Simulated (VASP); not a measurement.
Set up this calculation in VASP 6.6.1, as the native input.

- Task: relaxation of volume and atoms at fixed shape
- Functional: PBEsol
- Potentials or basis: VASP PAW PBE potentials, release 64 (V_sv)
- Cutoff: 600 eV
- k mesh: 10 × 10 × 10
- Occupations: fermi-dirac, width 0.02 eV
- Spin: collinear spin, ferromagnetic start
- Starting moments: [1.5] μB
- Dipole correction: no
- Further INCAR settings: ALGO = Normal; EDIFF = 1e-07; IBRION = 2; EDIFFG = -0.02; NSW = 80; ISIF = 8

The structure of V lies in POSCAR:

```
V
1.0
    2.6229310205     -0.0000000145     -0.0000000252
   -0.8743103265      2.4729230865     -0.0000000252
   -0.8743103265     -1.2364615069      2.1416142354
V
1
Direct
    0.0000000000      0.0000000000      0.0000000000
```

The input as run:

INCAR

```
PREC     = Accurate       # precision mode
ENCUT    = 600            # plane-wave cutoff, eV
EDIFF    = 1E-7           # SCF threshold, eV
ISMEAR   = -1             # smearing method
SIGMA    = 0.02           # smearing width, eV
LREAL    = F              # projectors in reciprocal space
LASPH    = T              # aspherical terms in the spheres
NELM     = 150            # most SCF steps
ALGO     = Normal         # electronic algorithm
ISIF     = 8              # what is computed and relaxed
LWAVE    = F              # write WAVECAR
LCHARG   = F              # write CHGCAR
ISPIN    = 2              # spin polarisation
MAGMOM   = 1.5            # initial moments
LORBIT   = 11             # projections on sites
LMAXMIX  = 4              # l up to which the mixer works
GGA      = PS             # functional
IBRION   = 2              # ionic algorithm
NSW      = 80             # ionic steps
EDIFFG   = -0.02          # ionic threshold
```

KPOINTS

```
Automatic mesh
0
Gamma
  10 10 10
```

Potentials or basis: VASP PAW PBE potentials, release 64 (V_sv).

Command:

```bash
$ cat potpaw_PBE.64/V_sv/POTCAR > POTCAR
$ mpirun -np 1 vasp_std > vasp.out
```

Results of the run:

The relaxed volume is 13.05 Å³/atom, the relaxed cell is a = 2.569 Å, b = 2.569 Å, c = 2.569 Å, α = 109.47°, β = 109.47°, γ = 109.47° and the space group after relaxing (to 0.05 Å) is Im-3m (No. 229). The energy gained by relaxing is 30.6 meV/atom, the ionic steps are 4 and the pressure after relaxing is 0.0 GPa. The net moment is 0.00 μB per cell and the valence electrons inside the program's atomic spheres are V 11.70.

Caveat: the PAW data sets were made with another functional, which shifts forces and pressure a little.

It took 19 s on 1 thread of Intel(R) Xeon(R) 6975P-C (Granite Rapids), on a shared host, peak memory 0.16 GiB.
